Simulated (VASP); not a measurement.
A run of VASP 6.6.1 is set up as follows.

Contents of INCAR:

```
SYSTEM = Pd
ALGO     = Normal         ! electronic algorithm
EDIFF    = 1E-6           ! SCF threshold, eV
ENCUT    = 500            ! plane-wave cutoff, eV
GGA      = PE             ! functional
GGA_COMPAT= .FALSE.      
ISIF     = 2              ! what is computed and relaxed
ISMEAR   = 0              ! smearing method
LASPH    = .TRUE.         ! aspherical terms in the spheres
LCHARG   = .TRUE.         ! write CHGCAR
LELF     = .TRUE.         ! ELF
LREAL    = .FALSE.        ! projectors in reciprocal space
LVHAR    = .TRUE.       
LWAVE    = .FALSE.        ! write WAVECAR
NBANDS   = 11             ! bands
NELM     = 120            ! most SCF steps
PREC     = Accurate       ! precision mode
SIGMA    = 0.1            ! smearing width, eV
```

The input KPOINTS:

```
k-points
0
G
  8 8 8
  0 0 0
```

The input POSCAR:

```
Pd
1.0
   -1.5699124371      1.5699124371      1.5699124371
    1.5699124371     -1.5699124371      1.5699124371
    1.5699124371      1.5699124371     -1.5699124371
Pd
1
Direct
    0.0000000000      0.0000000000      0.0000000000
```

Potentials or basis: VASP PAW PBE potentials, release 64 (Pd).

Command:

```bash
$ cat potpaw_PBE.64/Pd/POTCAR > POTCAR
$ mpirun -np 1 vasp_std > vasp.out
```

Problem. Predict the pressure.

Solution. -0.3 GPa.

Problem. What does it give for the band gap on the k mesh?

Solution. Zero (band 5 reaches 9.55 eV, above the bottom of band 6 at 8.10 eV).
